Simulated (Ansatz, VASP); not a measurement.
Y3Ti in VASP and in Ansatz

The input INCAR:

```
  PREC = Accurate
  ENCUT = 600
  EDIFF = 1E-6
  ISMEAR = 0
  SIGMA = 0.1
  LREAL = False
  LASPH = True
  NELM = 80
  ALGO = Normal
  ISIF = 3
  LWAVE = False
  LCHARG = False
  GGA = PE
  IBRION = 2
  NSW = 90
  EDIFFG = -0.04
```

The input KPOINTS:

```
regular mesh
0
Gamma
  6 6 6
```

Contents of POSCAR:

```
Y3Ti
1.0
   -2.1994843412      2.1994843412      4.9131338530
    2.1994843412     -2.1994843412      4.9131338530
    2.1994843412      2.1994843412     -4.9131338530
Y Ti
3 1
Direct
    0.5000000000      0.5000000000      0.0000000000
    0.2500000000      0.7500000000      0.5000000000
    0.7500000000      0.2500000000      0.5000000000
    0.0000000000      0.0000000000      0.0000000000
```

Input for Ansatz:

```yaml
crystal:
  lattice:
    - [-2.1994843412, 2.1994843412, 4.913133853]
    - [2.1994843412, -2.1994843412, 4.913133853]
    - [2.1994843412, 2.1994843412, -4.913133853]
  atoms:
    - { symbol: "Y", position: [0.5, 0.5, 0.0] }
    - { symbol: "Y", position: [0.25, 0.75, 0.5] }
    - { symbol: "Y", position: [0.75, 0.25, 0.5] }
    - { symbol: Ti, position: [0.0, 0.0, 0.0] }
basis:
  ecutwfc: 420
kpoints:
  mp_grid: { grid: [6, 6, 6] }
hamiltonian:
  xc: pbe
scf:
  occupations: { method: gaussian, width: 0.1 }
  lower_state_search: "off"
output:
  forces: true
  stress: true
  eigenvalues: true
relax:
  adjacent_minimum: "off"
  f_tol: 0.04
  max_steps: 70
  cell: { stress_tol: 0.4 }
```

Alike in both runs: task relaxation of cell and atoms; functional PBE; k mesh 6 × 6 × 6; occupations gaussian, width 0.1 eV; no spin polarisation.

```csv
,VASP,Ansatz
version,VASP 6.6.1,Ansatz 0.2.0
potentials or method,"VASP PAW PBE potentials, release 64 (Y_sv, Ti_sv), cutoff 600 eV","scalar-relativistic, plane waves, PAW"
valence electrons in the cell,45,45
```

VASP gave:

| Quantity | Value |
| --- | --- |
| gap on the k mesh at the Fermi level, each at its own relaxed structure (eV) | none |
| relaxed volume (Å³/atom) | 27.78 |
| relaxed length of the cell vector where the two differ most in proportion (Å) | 5.862 |

Q: Which values does Ansatz return?

A: gap on the k mesh at the Fermi level, each at its own relaxed structure (eV): none; relaxed volume (Å³/atom): 27.89; relaxed length of the cell vector where the two differ most in proportion (Å): 5.875.

A gap of «none» marks a metal or a gap that the smearing closes.

Noted on VASP's run: the volume moved by over 15 % at a fixed basis, so the end points are rough.
